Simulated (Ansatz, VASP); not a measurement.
**Two plane-wave programs on ZnBi3**

```
Zn Bi
1.0
     4.86917    0.00000    0.00000
     0.00000    4.86917    0.00000
     0.00000    0.00000    4.86917
Zn Bi
1 3
Cartesian
  0.0000 0.0000 0.0000
  0.0000 2.4346 2.4346
  2.4346 0.0000 2.4346
  2.4346 2.4346 0.0000
```

Alike in both runs: task single point; functional LDA; k mesh 10 × 10 × 10; occupations gaussian, width 0.1 eV; no spin polarisation.

|  | VASP | Ansatz |
| --- | --- | --- |
| version | VASP 6.6.1 | Ansatz 0.2.0 |
| potentials or method | VASP PAW LDA potentials, release 64 (Zn, Bi_d), cutoff 520 eV | scalar-relativistic, plane waves, PAW |
| valence electrons in the cell | 57 | 57 |

Ansatz gave:

| Quantity | Value |
| --- | --- |
| gap on the k mesh at the Fermi level (eV) | none |
| pressure (GPa) | -3.9 |

Question: Which values does VASP return?

Answer: gap on the k mesh at the Fermi level (eV): none; pressure (GPa): -3.8.

LDA's correlation is that of Perdew and Zunger in VASP and of Perdew and Wang (1992) in Ansatz. A gap of «none» marks a metal or a gap that the smearing closes.

Neither program's run includes spin-orbit coupling.
